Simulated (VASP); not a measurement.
# Si62Sb (a cell with a defect) in VASP: single point with PBE+D3(BJ)

Aim: the single point of Si62Sb (a cell with a defect) with PBE+D3(BJ).

All numbers are computed with VASP 6.6.1; they aren't measurements. Logs are shortened: lines on timing, memory, paths and dates and some standing lists are left out, and cuts for length are marked.

## 1. The cell of the first run

The cell holds a defect, 63 atoms: a = 10.860 Å, b = 10.860 Å, c = 10.860 Å, α = 90.00°, β = 90.00°, γ = 90.00°.

## 2. Single point, PBE+D3(BJ)

INCAR reads:

```
ALGO = Normal
EDIFF = 1E-7
ENCUT = 520
GGA = PE
ISIF = 2
ISMEAR = 0
IVDW = 12
LASPH = True
LCHARG = True
LELF = True
LREAL = Auto
LVHAR = True
LWAVE = False
NBANDS = 164
NELECT = 254.0
NELM = 80
PREC = Accurate
SIGMA = 0.02
```

KPOINTS reads:

```
k-points
0
Gamma
  1 1 1
```

POSCAR reads:

```
Si62Sb
1.0
   10.8600000000      0.0000000000      0.0000000000
    0.0000000000     10.8600000000      0.0000000000
    0.0000000000      0.0000000000     10.8600000000
Si Sb
62 1
Direct
    0.4984878453      0.0014524862     -0.0010157459
    0.6241560773      0.1255263352      0.1253387661
    0.7484425414      0.2512851750      0.0000811234
    0.8699695212      0.3811426335      0.1248877532
    0.7520600368      0.0016655617      0.2490760589
    0.8888285451      0.1278790976      0.3603138122
   -0.0003258748      0.0025902394     -0.0079725599
    0.3724839779      0.3753943831      0.1328450276
    0.4961113260      0.4972205341      0.0009650092
    0.6268140884      0.6234271639      0.1266054328
    0.7517564457      0.7483821363     -0.0015532228
    0.8779400552      0.8790930939      0.1240033149
    0.2560764273     -0.0128891344      0.2644689687
    0.3745624309      0.1259174954      0.3769308471
    0.4984171271      0.2488376611      0.2508200737
    0.6228200737      0.3725822284      0.3792756906
    0.7457483425      0.4981433702      0.2564276243
    0.8752032228      0.6272414365      0.3742958564
    0.4998131676      0.0010846225      0.5002699816
    0.6331901473      0.1237103131      0.6207067219
    0.7586038674      0.2468977901      0.4916237569
    0.8725673112      0.3774273481      0.6224728361
    0.7470236648     -0.0047279006      0.7534106814
    0.8730495396      0.1272353591      0.8727846225
   -0.0060906998      0.5050775322      0.0001452118
    0.1238979742      0.6266350829      0.1247825046
    0.2495511971      0.7509650092     -0.0005656538
    0.3738754144      0.8765908840      0.1255542357
    0.0098422652      0.2634265193      0.2364459484
    0.1241868324      0.3796785451      0.3778895948
    0.2479590239      0.5020499079      0.2521205341
    0.3797546041      0.6283035912      0.3714808471
    0.5030882136      0.7536168508      0.2459379374
    0.6259998158      0.8779984346      0.3749104972
   -0.0003815838      0.0021674033      0.4973755064
    0.1234213628      0.1264861878      0.6249320442
    0.2485583794      0.2517944751      0.4999866483
    0.3730559853      0.3754361878      0.6274825967
    0.4970267035      0.5004275322      0.5008989871
    0.6240837017      0.6258121547      0.6253099448
    0.7493729282      0.7511278085      0.4994981584
    0.8747848987      0.8780279006      0.6239395948
    0.2495078269      0.0006466851      0.7480089319
    0.3873197974      0.1200350829      0.8610097606
    0.5064544199      0.2505817680      0.7421988950
    0.6229979742      0.3753432781      0.8754282689
    0.7479610497      0.5000024862      0.7506406998
    0.8769847145      0.6294679558      0.8685993554
   -0.0001809392      0.7521278085      0.2493915285
    0.1244686004      0.8687164825      0.3826781768
   -0.0022108656      0.5027817680      0.5026413444
    0.1284227440      0.6166541436      0.6334750460
    0.2514910681      0.7421793738      0.5042712707
    0.3741837017      0.8753113260      0.6246816759
   -0.0043651013      0.2509174033      0.7471519337
    0.1119163904      0.3650810313      0.8888515654
    0.2474258748      0.4860848987      0.7647358195
    0.3735060773      0.6230539595      0.8758543278
    0.4972325046      0.7490855433      0.7500279006
    0.6216331492      0.8720128913      0.8789909761
    0.0025578269      0.7523030387      0.7457056169
    0.1264018416      0.8767948435      0.8739857274
    0.1773705341      0.1979447514      0.0628670350
```

Potentials or basis: VASP PAW PBE potentials, release 64 (Si, Sb).

Launch:

```
$ cat potpaw_PBE.64/Si/POTCAR potpaw_PBE.64/Sb/POTCAR > POTCAR
$ mpirun -np 1 vasp_gam > vasp.out
```

OUTCAR:

```text
EDIFF = 1E-7
   ENCUT = 520
   GGA = PE
   ISIF = 2
   ISMEAR = 0
   IVDW = 12
   LASPH = True
   LREAL = Auto
   NELECT = 254.0
   NELM = 80
   PREC = Accurate
 IVDW          = 12

 ion  position               nearest neighbor table
   1  0.498  0.001  0.999-  44 2.32  60 2.34  28 2.36   2 2.36
   2  0.624  0.126  0.125-  15 2.35   3 2.35   5 2.35   1 2.36
   3  0.748  0.251  0.000-  46 2.35   2 2.35  24 2.36   4 2.36
   4  0.870  0.381  0.125-  29 2.33  25 2.34  17 2.34   3 2.36
   5  0.752  0.002  0.249-  12 2.34   6 2.35   2 2.35  34 2.35
   6  0.889  0.128  0.360-  35 2.35   5 2.35  29 2.39  21 2.39
[... 54 lines left out ...]
  61  0.003  0.752  0.746-  48 2.33  52 2.35  42 2.35  62 2.36
  62  0.126  0.877  0.874-   7 2.32  43 2.34  27 2.35  61 2.36
  63  0.177  0.198  0.063-  29 2.71  56 2.72   8 2.96   7 2.97  44 3.27  13 3.28

  LATTYP: Found a simple cubic cell.
 ALAT       =    10.8600000000

  Lattice vectors:

 A1 = (  10.8600000000,   0.0000000000,   0.0000000000)
 A2 = (   0.0000000000,  10.8600000000,   0.0000000000)
 A3 = (   0.0000000000,   0.0000000000,  10.8600000000)

Analysis of symmetry for initial positions (statically):
=====================================================================
 Subroutine PRICEL returns:
 Original cell was already a primitive cell.

 Routine SETGRP: Setting up the symmetry group for a
 simple cubic supercell.

 Subroutine GETGRP returns: Found  1 space group operations
 (whereof  1 operations were pure point group operations)
 out of a pool of 48 trial point group operations.

The static configuration has the point symmetry C_1 .

Analysis of symmetry for dynamics (positions and initial velocities):
=====================================================================
 Subroutine PRICEL returns:
 Original cell was already a primitive cell.

 Routine SETGRP: Setting up the symmetry group for a
 simple cubic supercell.

 Subroutine GETGRP returns: Found  1 space group operations
 (whereof  1 operations were pure point group operations)
 out of a pool of 48 trial point group operations.

The dynamic configuration has the point symmetry C_1 .

 Subroutine INISYM returns: Found  1 space group operations
 (whereof  1 operations are pure point group operations),
 and found     1 'primitive' translations

----------------------------------------------------------------------------------------

                                     Primitive cell

  volume of cell :    1280.8241

  direct lattice vectors                    reciprocal lattice vectors
    10.860000000  0.000000000  0.000000000     0.092081031  0.000000000  0.000000000
     0.000000000 10.860000000  0.000000000     0.000000000  0.092081031  0.000000000
     0.000000000  0.000000000 10.860000000     0.000000000  0.000000000  0.092081031

  length of vectors
    10.860000000 10.860000000 10.860000000     0.092081031  0.092081031  0.092081031

  position of ions in fractional coordinates (direct lattice)
     0.498487845  0.001452486  0.998984254
     0.624156077  0.125526335  0.125338766
     0.748442541  0.251285175  0.000081123
     0.869969521  0.381142633  0.124887753
     0.752060037  0.001665562  0.249076059
     0.888828545  0.127879098  0.360313812
[... 55 lines left out ...]
     0.126401842  0.876794844  0.873985727
     0.177370534  0.197944751  0.062867035

  ion indices of the primitive-cell ions
   primitive index   ion index
                 1           1
                 2           2
                 3           3
                 4           4
                 5           5
                 6           6
[... 55 lines left out ...]
                62          62
                63          63

----------------------------------------------------------------------------------------

 KPOINTS: k-points

Automatic generation of k-mesh.
 Grid dimensions read from file:
 generate k-points for:    1    1    1

 Generating k-lattice:

  Cartesian coordinates                     Fractional coordinates (reciprocal lattice)
     0.092081031  0.000000000  0.000000000     1.000000000  0.000000000  0.000000000
     0.000000000  0.092081031  0.000000000     0.000000000  1.000000000  0.000000000
     0.000000000  0.000000000  0.092081031     0.000000000  0.000000000  1.000000000

  Length of vectors
     0.092081031  0.092081031  0.092081031

  Shift w.r.t. Gamma in fractional coordinates (k-lattice)
     0.000000000  0.000000000  0.000000000

 Subroutine IBZKPT returns following result:
 ===========================================

 Found      1 irreducible k-points:

 Following reciprocal coordinates:
            Coordinates               Weight
  0.000000  0.000000  0.000000      1.000000
   k-points           NKPTS =      1   k-points in BZ     NKDIM =      1   number of bands    NBANDS=    164
   number of dos      NEDOS =    301   number of ions     NIONS =     63
   total plane-waves  NPLWV = 592704
   dimension x,y,z NGX =    84 NGY =   84 NGZ =   84
   dimension x,y,z NGXF=   168 NGYF=  168 NGZF=  168
   ions per type =              62   1
   NGX,Y,Z   is equivalent  to a cutoff of  12.86, 12.86, 12.86 a.u.
   NGXF,Y,Z  is equivalent  to a cutoff of  25.72, 25.72, 25.72 a.u.
 SYSTEM =  unknown system
   PREC   = accura    normal or accurate (medium, high low for compatibility)
   ISTART =      0    job   : 0-new  1-cont  2-samecut
   ICHARG =      2    charge: 1-file 2-atom 10-const
   ISPIN  =      1    spin polarized calculation?
   LNONCOLLINEAR =      F non collinear calculations
   LSORBIT =      F    spin-orbit coupling
   LASPH  =      T    aspherical Exc in radial PAW
   ENCUT  =  520.0 eV  38.22 Ry    6.18 a.u.  20.19 20.19 20.19*2*pi/ulx,y,z
   NELM   =     80;   NELMIN=  2; NELMDL= -5     # of ELM steps
   EDIFF  = 0.1E-06   stopping-criterion for ELM
   LREAL  =      T    real-space projection
   EDIFFG = 0.1E-05   stopping-criterion for IOM
   NSW    =      0    number of steps for IOM
   IBRION =     -1    ionic relax: 0-MD 1-quasi-New 2-CG
   NFREE  =      0    steps in history (QN), initial steepest desc. (CG)
   ISIF   =      2    stress and relaxation
   ISYM   =      2    0-nonsym 1-usesym 2-fastsym
   POTIM  = 0.5000    time-step for ionic-motion
   TEBEG  =    0.0;   TEEND  =   0.0 temperature during run
   PSTRESS=    0.0 pullay stress
   NELECT =     254.0000    total number of electrons
   NUPDOWN=      -1.0000    fix difference up-down
   EMIN   =  10.00;   EMAX   =-10.00  energy-range for DOS
   EFERMI =   0.00;   METHOD = LEGACY
   ISMEAR =     0;   SIGMA  =   0.02  broadening in eV -4-tet -1-fermi 0-gaus
   EFERMI_NEDOS =   21; number of points for ismear=-14 and -15
   IALGO  =     38    algorithm
   IMIX   =      4    mixing-type and parameters
     AMIX     =   0.40;   BMIX     =  1.00
     AMIX_MAG =   1.60;   BMIX_MAG =  1.00
  volume/ion in A,a.u.               =      20.33       137.20
  Fermi-wavevector in a.u.,A,eV,Ry     =   0.954677  1.804077 12.400449  0.911407
  Thomas-Fermi vector in A             =   2.083445
   LORBIT       =      0    0 simple, 1 ext, 2 COOP (PROOUT), +10 PAW based schemes
   GGA     = PE    functional components
   LHFCALC =     F    Hartree Fock is set to
   AEXX    =    0.0000 exact exchange contribution
   IVDW    =    12    specifies the selected vdW correction
   LEPSILON=     F    determine dielectric tensor
   LRPA    =     F    only Hartree local field effects (RPA)
 non-spin polarized calculation
 Gauss-broadening in eV      SIGMA  =   0.02
  energy-cutoff  :      520.00
  volume of cell :     1280.82
 maximum number of plane-waves:     17229
 NGX is ok and might be reduce to    84
   NGX = 41   NGY = 41   NGZ = 41

 number of electron     254.0000001 magnetization

 Free energy of the ion-electron system (eV)
  ---------------------------------------------------
  ext. energy  EPLUGINS =         0.00000000
  ---------------------------------------------------
  free energy    TOTEN  =      -324.48468565 eV

  energy without entropy =     -324.48466126  energy(sigma->0) =     -324.48467345

 E-fermi :   6.3112     XC(G=0):  -9.3960

 val. band max:        6.2588880667   @ k =   0.0000   0.0000   0.0000
 cond. band min:       6.3634263176   @ k =   0.0000   0.0000   0.0000
 fundamental gap:      0.1045382509
 Fermi energy:         6.3111571924

 k-point     1 :       0.0000    0.0000    0.0000
  band No.  band energies     occupation
      1      -6.1610      2.00000
      2      -5.1520      2.00000
      3      -5.1242      2.00000
      4      -5.0911      2.00000
      5      -5.0865      2.00000
      6      -5.0351      2.00000
[... 131 lines left out ...]
    138       7.0007      0.00000
    139       7.0344      0.00000
 [bands above 139 left out]

------------------------ aborting loop because EDIFF is reached ----------------------------------------

 Edisp (eV)  -19.99957

 E6    (eV) :   -11.6847

 E8    (eV) :    -8.3149

  FORCE on cell =-STRESS in cart. coord.  units (eV):
  Direction    XX          YY          ZZ          XY          YZ          ZX
  --------------------------------------------------------------------------------------
  -------------------------------------------------------------------------------------
  Total       7.29908     7.19395     9.12086    -6.49797    -1.55026    -1.75563
  in kB       9.13039     8.99888    11.40924    -8.12829    -1.93921    -2.19611
  external pressure =        9.85 kB  Pullay stress =        0.00 kB

 VOLUME and BASIS-vectors are now :
 -----------------------------------------------------------------------------
  energy-cutoff  :      520.00
  volume of cell :     1280.82
      direct lattice vectors                 reciprocal lattice vectors
    10.860000000  0.000000000  0.000000000     0.092081031  0.000000000  0.000000000
     0.000000000 10.860000000  0.000000000     0.000000000  0.092081031  0.000000000
     0.000000000  0.000000000 10.860000000     0.000000000  0.000000000  0.092081031

 POSITION                                       TOTAL-FORCE (eV/Angst)
 -----------------------------------------------------------------------------------
      5.41358      0.01577     10.84897         0.000212     -0.001044      0.000057
      6.77833      1.36322      1.36118        -0.003929      0.002583      0.001919
      8.12809      2.72896      0.00088         0.001017     -0.000577      0.001013
      9.44787      4.13921      1.35628         0.000368      0.001460     -0.002878
      8.16737      0.01809      2.70497         0.002045      0.001333     -0.001971
      9.65268      1.38877      3.91301        -0.002899     -0.005945      0.003156
[... 55 lines left out ...]
      1.37272      9.52199      9.49148         0.000576      0.002021     -0.000496
      1.92624      2.14968      0.68274         0.022432     -0.017927     -0.004817
 -----------------------------------------------------------------------------------
    total drift:                               -0.015270      0.003803      0.018606

  FREE ENERGIE OF THE ION-ELECTRON SYSTEM (eV)
  ---------------------------------------------------
  free  energy   TOTEN  =      -344.4842564201 eV

  energy  without entropy=     -344.4842320315  energy(sigma->0) =     -344.48424423
```

It took 7.8 min on 1 thread of Intel Xeon Platinum 8559C (Emerald Rapids), shared host; peak memory 1 GiB.

Results:

```
Free energy                : -344.4843 eV
Largest force              : 0.029 eV/Å
Dispersion energy per atom : -0.317 eV
```

Forces in eV/Å, atoms in the order of the input:
```
Si   0.000 -0.001  0.000
Si  -0.004  0.003  0.002
Si   0.001 -0.001  0.001
Si   0.000  0.001 -0.003
Si   0.002  0.001 -0.002
Si  -0.003 -0.006  0.003
Si  -0.010 -0.013 -0.002
Si   0.004  0.006  0.004
Si  -0.002 -0.002 -0.003
Si   0.000 -0.001 -0.002
Si   0.001  0.001 -0.001
Si  -0.004 -0.003  0.004
Si   0.006  0.004  0.001
Si   0.001  0.002  0.001
Si   0.006 -0.002  0.001
Si   0.003  0.001 -0.002
Si   0.001 -0.002 -0.002
Si   0.000  0.000  0.000
Si   0.000 -0.002  0.002
Si  -0.005  0.001 -0.001
Si  -0.002  0.002  0.003
Si   0.001 -0.003  0.001
Si   0.001  0.001  0.001
Si   0.000 -0.001  0.002
Si   0.003 -0.001 -0.001
Si  -0.003  0.003  0.000
Si   0.001  0.000  0.001
Si   0.000  0.001 -0.004
Si  -0.013  0.010  0.013
Si   0.002  0.005  0.003
Si   0.000  0.004  0.005
Si  -0.004 -0.004  0.002
Si   0.002  0.000 -0.003
Si   0.001 -0.001 -0.001
Si   0.001 -0.001 -0.003
Si  -0.001  0.003 -0.001
Si   0.002  0.002  0.001
Si  -0.002 -0.002 -0.001
Si   0.000  0.001  0.003
Si  -0.003 -0.002  0.002
Si  -0.001  0.002 -0.001
Si   0.000 -0.002 -0.002
Si   0.001  0.001  0.002
Si   0.001 -0.008 -0.005
Si   0.001  0.004 -0.001
Si  -0.001  0.000  0.002
Si   0.004  0.000 -0.001
Si  -0.003 -0.006  0.002
Si   0.003 -0.001 -0.001
Si  -0.004 -0.001  0.006
Si  -0.001 -0.002  0.002
Si  -0.003 -0.003 -0.001
Si   0.001  0.000 -0.001
Si  -0.003  0.002  0.001
Si  -0.001 -0.002  0.000
Si  -0.008  0.020 -0.020
Si   0.000  0.002 -0.001
Si  -0.001 -0.001  0.002
Si   0.002 -0.001 -0.001
Si   0.000  0.003 -0.001
Si   0.005  0.004 -0.001
Si   0.001  0.002  0.000
Sb   0.022 -0.018 -0.005
```

Levels at points of the mesh, in eV from the Fermi level:
```
           k point  band 123  band 124  band 125  band 126  band 127  band 128  band 129  band 130  band 131  band 132
(0.00, 0.00, 0.00)     -0.96     -0.96     -0.82     -0.17     -0.05      0.05      0.14      0.21      0.21      0.29
```

Caveat: the k points lie up to 0.58 Å⁻¹ apart; the cell carries a net charge on a neutralising background, which shifts energy and pressure; the cell is charged against a uniform background, so pressure and absolute levels hang on convention; spin-orbit coupling is left out, which moves the levels of the heavy elements.
